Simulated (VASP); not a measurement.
Set up this calculation in VASP 6.6.1, as the native input.

| Quantity | Value |
| --- | --- |
| Task | single point |
| Functional | PBEsol |
| Potentials or basis | VASP PAW PBE potentials, release 64 (Y_sv, Se) |
| Cutoff | 520 eV |
| k mesh | 14 × 14 × 14 |
| Occupations | gaussian, width 0.15 eV |
| Spin | no spin polarisation |
| Dipole correction | no |
| Further INCAR settings | ALGO = Normal; EDIFF = 1e-07; NBANDS = 16 |

The structure of YSe lies in POSCAR:

```
YSe
1.0
    0.0000000000      2.7887500000      2.7887500000
    2.7887500000      0.0000000000      2.7887500000
    2.7887500000      2.7887500000      0.0000000000
Y Se
1 1
Direct
    0.0000000000      0.0000000000      0.0000000000
    0.5000000000      0.5000000000      0.5000000000
```

This cell differs from its parent crystal: strain -0.030 along x and y, -0.030 along z.

One way to write it, as run:

INCAR

```
SYSTEM = YSe
  PREC = Accurate
  ENCUT = 520
  EDIFF = 1E-7
  ISMEAR = 0
  SIGMA = 0.15
  LREAL = .False.
  LASPH = .True.
  NELM = 80
  ALGO = Normal
  ISIF = 2
  LWAVE = .False.
  LCHARG = .True.
  GGA = PS
  LELF = .True.
  LVHAR = .True.
  NBANDS = 16
```

KPOINTS

```
regular mesh
0
Gamma
  14 14 14
  0 0 0
```

Potentials or basis: VASP PAW PBE potentials, release 64 (Y_sv, Se).

The run is started by

```console
$ cat potpaw_PBE.64/Y_sv/POTCAR potpaw_PBE.64/Se/POTCAR > POTCAR
$ mpirun -np 1 vasp_std > vasp.out
```

Results of the run:

- Pressure: 6.1 GPa

Caveat: the cell differs from its parent crystal (strain -0.030 along x and y, -0.030 along z); the PAW data sets were made with another functional, which shifts forces and pressure a little.

Wall time 68 s on 1 thread of Intel(R) Xeon(R) Platinum 8488C (Sapphire Rapids), with other jobs on the host, peak memory 0.24 GiB.
